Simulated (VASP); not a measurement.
# Y (Fm-3m) in VASP: a series of runs, part 2 of 2

VASP 6.6.1. The steps go on from the part before.

### Step 3. Relaxation of cell and atoms, r2SCAN

This run uses another cell than the first one, of 30.69 Å³/atom.

POSCAR reads:

```
Y
1.0
    0.0000000000      2.4850000000      2.4850000000
    2.4850000000      0.0000000000      2.4850000000
    2.4850000000      2.4850000000      0.0000000000
Y
1
Direct
    0.0000000000      0.0000000000      0.0000000000
```

INCAR.step1 reads:

```
  PREC = Accurate
  ENCUT = 600
  ISMEAR = 0
  SIGMA = 0.1
  LREAL = F
  LASPH = T
  NELM = 80
  GGA = PE
  ALGO = Normal
  EDIFF = 1E-4
  LWAVE = T
  LCHARG = F
```

INCAR.step2 reads:

```
  PREC = Accurate
  ENCUT = 600
  EDIFF = 1E-6
  ISMEAR = 0
  SIGMA = 0.1
  LREAL = F
  LASPH = T
  NELM = 80
  ALGO = Normal
  ISIF = 3
  LWAVE = F
  LCHARG = F
  METAGGA = R2SCAN
  LMIXTAU = T
  IBRION = 2
  NSW = 100
  EDIFFG = -0.01
  ISTART = 1
```

KPOINTS reads:

```
regular mesh
0
Gamma
  20 20 20
```

Potentials or basis: VASP PAW PBE potentials, release 64 (Y_sv).

Started as:

```sh
$ cat potpaw_PBE.64/Y_sv/POTCAR > POTCAR
$ cp INCAR.step1 INCAR
$ mpirun -np 1 vasp_std > vasp.out
$ cp INCAR.step2 INCAR
$ mpirun -np 1 vasp_std > vasp.out
```

OUTCAR:

```text
PREC = Accurate
   ENCUT = 600
   EDIFF = 1E-6
   ISMEAR = 0
   LREAL = F
   LASPH = T
   NELM = 80
   ISIF = 3
   METAGGA = R2SCAN
   IBRION = 2
   NSW = 100
   EDIFFG = -0.01
   ISTART = 1

 ion  position               nearest neighbor table
   1  0.000  0.000  0.000-

  LATTYP: Found a face centered cubic cell.
 ALAT       =     4.9700000000

  Lattice vectors:

 A1 = (   0.0000000000,   2.4850000000,   2.4850000000)
 A2 = (   2.4850000000,   0.0000000000,   2.4850000000)
 A3 = (   2.4850000000,   2.4850000000,   0.0000000000)

Analysis of symmetry for initial positions (statically):
=====================================================================
 Subroutine PRICEL returns:
 Original cell was already a primitive cell.

 Routine SETGRP: Setting up the symmetry group for a
 face centered cubic supercell.

 Subroutine GETGRP returns: Found 48 space group operations
 (whereof 48 operations were pure point group operations)
 out of a pool of 48 trial point group operations.

The static configuration has the point symmetry O_h .

Analysis of symmetry for dynamics (positions and initial velocities):
=====================================================================
 Subroutine PRICEL returns:
 Original cell was already a primitive cell.

 Routine SETGRP: Setting up the symmetry group for a
 face centered cubic supercell.

 Subroutine GETGRP returns: Found 48 space group operations
 (whereof 48 operations were pure point group operations)
 out of a pool of 48 trial point group operations.

The dynamic configuration has the point symmetry O_h .

 Subroutine INISYM returns: Found 48 space group operations
 (whereof 48 operations are pure point group operations),
 and found     1 'primitive' translations

----------------------------------------------------------------------------------------

                                     Primitive cell

  volume of cell :      30.6909

  direct lattice vectors                    reciprocal lattice vectors
     0.000000000  2.485000000  2.485000000    -0.201207243  0.201207243  0.201207243
     2.485000000  0.000000000  2.485000000     0.201207243 -0.201207243  0.201207243
     2.485000000  2.485000000  0.000000000     0.201207243  0.201207243 -0.201207243

  length of vectors
     3.514320702  3.514320702  3.514320702     0.348501169  0.348501169  0.348501169

  position of ions in fractional coordinates (direct lattice)
     0.000000000  0.000000000  0.000000000

  ion indices of the primitive-cell ions
   primitive index   ion index
                 1           1

----------------------------------------------------------------------------------------

 KPOINTS: regular mesh

Automatic generation of k-mesh.
 Grid dimensions read from file:
 generate k-points for:   20   20   20

 Generating k-lattice:

  Cartesian coordinates                     Fractional coordinates (reciprocal lattice)
    -0.010060362  0.010060362  0.010060362     0.050000000  0.000000000  0.000000000
     0.010060362 -0.010060362  0.010060362     0.000000000  0.050000000  0.000000000
     0.010060362  0.010060362 -0.010060362     0.000000000  0.000000000  0.050000000

  Length of vectors
     0.017425058  0.017425058  0.017425058

  Shift w.r.t. Gamma in fractional coordinates (k-lattice)
     0.000000000  0.000000000  0.000000000

 Subroutine IBZKPT returns following result:
 ===========================================

 Found    256 irreducible k-points:

 Following reciprocal coordinates:
            Coordinates               Weight
  0.000000  0.000000  0.000000      1.000000
  0.050000  0.000000  0.000000      8.000000
  0.100000  0.000000  0.000000      8.000000
  0.150000  0.000000  0.000000      8.000000
  0.200000  0.000000  0.000000      8.000000
  0.250000  0.000000  0.000000      8.000000
[... 16 lines left out ...]
 -0.400000  0.050000  0.000000     24.000000
 -0.350000  0.050000  0.000000     24.000000
 [... further k-points ...]
   k-points           NKPTS =    256   k-points in BZ     NKDIM =    256   number of bands    NBANDS=      9
   number of dos      NEDOS =    301   number of ions     NIONS =      1
   total plane-waves  NPLWV =  21952
   dimension x,y,z NGX =    28 NGY =   28 NGZ =   28
   dimension x,y,z NGXF=    56 NGYF=   56 NGZF=   56
   ions per type =               1
   NGX,Y,Z   is equivalent  to a cutoff of  13.25, 13.25, 13.25 a.u.
   NGXF,Y,Z  is equivalent  to a cutoff of  26.49, 26.49, 26.49 a.u.
 SYSTEM =  unknown system
   PREC   = accura    normal or accurate (medium, high low for compatibility)
   ISTART =      1    job   : 0-new  1-cont  2-samecut
   ICHARG =      0    charge: 1-file 2-atom 10-const
   ISPIN  =      1    spin polarized calculation?
   LNONCOLLINEAR =      F non collinear calculations
   LSORBIT =      F    spin-orbit coupling
   LASPH  =      T    aspherical Exc in radial PAW
   ENCUT  =  600.0 eV  44.10 Ry    6.64 a.u.   7.02  7.02  7.02*2*pi/ulx,y,z
   NELM   =     80;   NELMIN=  2; NELMDL=  0     # of ELM steps
   EDIFF  = 0.1E-05   stopping-criterion for ELM
   LREAL  =      F    real-space projection
   EDIFFG = -.1E-01   stopping-criterion for IOM
   NSW    =    100    number of steps for IOM
   IBRION =      2    ionic relax: 0-MD 1-quasi-New 2-CG
   NFREE  =      1    steps in history (QN), initial steepest desc. (CG)
   ISIF   =      3    stress and relaxation
   ISYM   =      2    0-nonsym 1-usesym 2-fastsym
   POTIM  = 0.5000    time-step for ionic-motion
   TEBEG  =    0.0;   TEEND  =   0.0 temperature during run
   PSTRESS=    0.0 pullay stress
   NELECT =      11.0000    total number of electrons
   NUPDOWN=      -1.0000    fix difference up-down
   EMIN   =  10.00;   EMAX   =-10.00  energy-range for DOS
   EFERMI =   0.00;   METHOD = LEGACY
   ISMEAR =     0;   SIGMA  =   0.10  broadening in eV -4-tet -1-fermi 0-gaus
   EFERMI_NEDOS =   21; number of points for ismear=-14 and -15
   IALGO  =     38    algorithm
   IMIX   =      4    mixing-type and parameters
     AMIX     =   0.40;   BMIX     =  1.00
     AMIX_MAG =   1.60;   BMIX_MAG =  1.00
  volume/ion in A,a.u.               =      30.69       207.11
  Fermi-wavevector in a.u.,A,eV,Ry     =   1.162883  2.197530 18.399114  1.352297
  Thomas-Fermi vector in A             =   2.299439
   LORBIT       =      0    0 simple, 1 ext, 2 COOP (PROOUT), +10 PAW based schemes
   METAGGA = R2SCAN    functional components
   LHFCALC =     F    Hartree Fock is set to
   AEXX    =    0.0000 exact exchange contribution
   IVDW    =     0    specifies the selected vdW correction
   LEPSILON=     F    determine dielectric tensor
   LRPA    =     F    only Hartree local field effects (RPA)
 conjugate gradient relaxation of ions
 non-spin polarized calculation
 Gauss-broadening in eV      SIGMA  =   0.10
  energy-cutoff  :      600.00
  volume of cell :       30.69
 maximum number of plane-waves:      1036
   NGX = 13   NGY = 13   NGZ = 13

--------------------------------------- Ionic step        1  -------------------------------------------

 number of electron      10.9999999 magnetization

 Free energy of the ion-electron system (eV)
  ---------------------------------------------------
  ext. energy  EPLUGINS =         0.00000000
  ---------------------------------------------------
  free energy    TOTEN  =       -20.20105720 eV

  energy without entropy =      -20.19375279  energy(sigma->0) =      -20.19740499

------------------------ aborting loop because EDIFF is reached ----------------------------------------

  FORCE on cell =-STRESS in cart. coord.  units (eV):
  Direction    XX          YY          ZZ          XY          YZ          ZX
  --------------------------------------------------------------------------------------
  -------------------------------------------------------------------------------------
  Total        0.6430733      0.6430733      0.6430733      0.0000000     -0.0000000     -0.0000000
  in kB       33.5708162     33.5708162     33.5708162      0.0000000     -0.0000000     -0.0000000
  external PRESSURE =      33.5708162 kB  Pullay stress =       0.0000000 kB
[... 22 lines left out ...]
--------------------------------------- Ionic step        2  -------------------------------------------

 number of electron      11.0000001 magnetization

 E-fermi :   2.9772     XC(G=0):  -9.9801

 val. band max:        2.9758542998   @ k =  -0.3500   0.4000   0.2000
 cond. band min:       2.9823173602   @ k =  -0.4500   0.1500   0.0000
 fundamental gap:      0.0064630604
 Fermi energy:         2.9771814893

 k-point     1 :       0.0000    0.0000    0.0000
  band No.  band energies     occupation
      1     -41.2879      2.00000
      2     -20.3421      2.00000
      3     -20.3421      2.00000
      4     -20.3421      2.00000
      5      -1.9750      2.00000
      6       4.9902      0.00000
      7       4.9902      0.00000
      8       4.9902      0.00000
      9       7.0477      0.00000
[... 310 lines left out ...]
--------------------------------------- Ionic step        3  -------------------------------------------

 number of electron      11.0000001 magnetization

 Free energy of the ion-electron system (eV)
  ---------------------------------------------------
  ext. energy  EPLUGINS =         0.00000000
  ---------------------------------------------------
  free energy    TOTEN  =       -20.22634050 eV

  energy without entropy =      -20.21778265  energy(sigma->0) =      -20.22206157

 E-fermi :   3.0365     XC(G=0): -10.0299

 val. band max:        3.0241609807   @ k =  -0.2500   0.3500   0.1500
 cond. band min:       3.0366038975   @ k =  -0.3500   0.4000   0.2000
 fundamental gap:      0.0124429168
 Fermi energy:         3.0364953510

 k-point     1 :       0.0000    0.0000    0.0000
  band No.  band energies     occupation
      1     -41.1960      2.00000
      2     -20.2427      2.00000
      3     -20.2427      2.00000
      4     -20.2427      2.00000
      5      -1.9339      2.00000
      6       5.0633      0.00000
      7       5.0633      0.00000
      8       5.0633      0.00000
      9       7.1503      0.00000
[... 304 lines left out ...]
  FREE ENERGIE OF THE ION-ELECTRON SYSTEM (eV)
  ---------------------------------------------------
  free  energy   TOTEN  =       -20.2263404953 eV

  energy  without entropy=      -20.2177826478  energy(sigma->0) =      -20.22206157

 reached required accuracy - stopping structural energy minimisation
```

It took 16 min on 1 thread of Intel Xeon Platinum 8275CL at 3.00GHz (Skylake/Cascade Lake), shared host; peak memory 0.29 GiB.

Results:

```
Free energy                           : -20.2263 eV
Relaxed volume                        : 33.23 Å³/atom
Relaxed cell                          : a = 3.609 Å, b = 3.609 Å, c = 3.609 Å, α = 60.00°, β = 60.00°, γ = 60.00°
Space group after relaxing (to 0.1 Å) : Fm-3m (No. 225)
Energy gained by relaxing             : 25.3 meV/atom
Ionic steps                           : 3
Pressure after relaxing               : 0.0 GPa
Band gap on the k mesh                : zero (an odd number of electrons rules out a gap without spin polarisation)
```

The path:
```
step  energy change (eV)  largest force (eV/Å)  pressure (GPa)  volume (Å³)
   1              0.0000                0.0000            3.36        30.69
   2             -0.0247                0.0000           -0.43        33.64
   3             -0.0253                0.0000            0.01        33.23
```

Final structure:
```
CELL_PARAMETERS angstrom
0.00000 2.55181 2.55181
2.55181 0.00000 2.55181
2.55181 2.55181 0.00000
ATOMIC_POSITIONS crystal
Y 0.00000 0.00000 0.00000
```

Levels at points of the mesh, in eV from the Fermi level:
```csv
k point,band 1,band 2,band 3,band 4,band 5,band 6,band 7,band 8,band 9
"(0.00, 0.00, 0.00)",-44.23,-23.28,-23.28,-23.28,-4.97,2.03,2.03,2.03,4.11
"(0.50, 0.00, 0.00)",-44.17,-23.84,-23.35,-23.35,-1.98,0.38,1.85,1.85,5.54
"(0.50, 0.50, 0.00)",-44.15,-23.80,-23.48,-23.48,-1.75,-0.80,1.93,5.57,5.93
```

Caveat: the PAW data sets were made with another functional, which shifts forces and pressure a little. Zero-point motion and thermal expansion aren't in these numbers.

The gap in the log of VASP goes by the Fermi energy; the results here count the filled bands.